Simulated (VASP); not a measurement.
Here is a VASP 6.6.1 calculation.

File INCAR:

```
SYSTEM = AlN
ALGO     = Normal         ! electronic algorithm
EDIFF    = 1E-6           ! SCF threshold, eV
ENCUT    = 520            ! plane-wave cutoff, eV
GGA      = PS             ! functional
ISIF     = 2              ! what is computed and relaxed
ISMEAR   = 0              ! smearing method
LASPH    = .TRUE.         ! aspherical terms in the spheres
LCHARG   = .FALSE.        ! write CHGCAR
LREAL    = .FALSE.        ! projectors in reciprocal space
LWAVE    = .FALSE.        ! write WAVECAR
NBANDS   = 11             ! bands
NELM     = 100            ! most SCF steps
PREC     = Accurate       ! precision mode
SIGMA    = 0.02           ! smearing width, eV
```

Contents of KPOINTS:

```
k-points
0
G
  10 10 10
  0 0 0
```

Contents of POSCAR:

```
AlN
1.0
    0.0000000000      2.3467229197      2.3467229197
    2.1720034350      0.1747194848      2.1720034350
    2.3467229197      2.3467229197      0.0000000000
Al N
1 1
Direct
   -0.0079306590      0.0237919769     -0.0079306590
    0.7579306590      0.7262080231      0.7579306590
```

Potentials or basis: VASP PAW PBE potentials, release 64 (Al, N).

The run is started by

```bash
$ cat potpaw_PBE.64/Al/POTCAR potpaw_PBE.64/N/POTCAR > POTCAR
$ mpirun -np 1 vasp_std > vasp.out
```

(1) Estimate the pressure.

(2) Predict the largest force.

(3) Predict the band gap on the k mesh.

Results:

(1) -4.0 GPa.

(2) 4.417 eV/Å.

(3) 3.14 eV, indirect (least direct gap 3.16 eV).

Caveat: the cell differs from its parent crystal (strained and its atoms moved); the PAW data sets were made with another functional, which shifts forces and pressure a little.
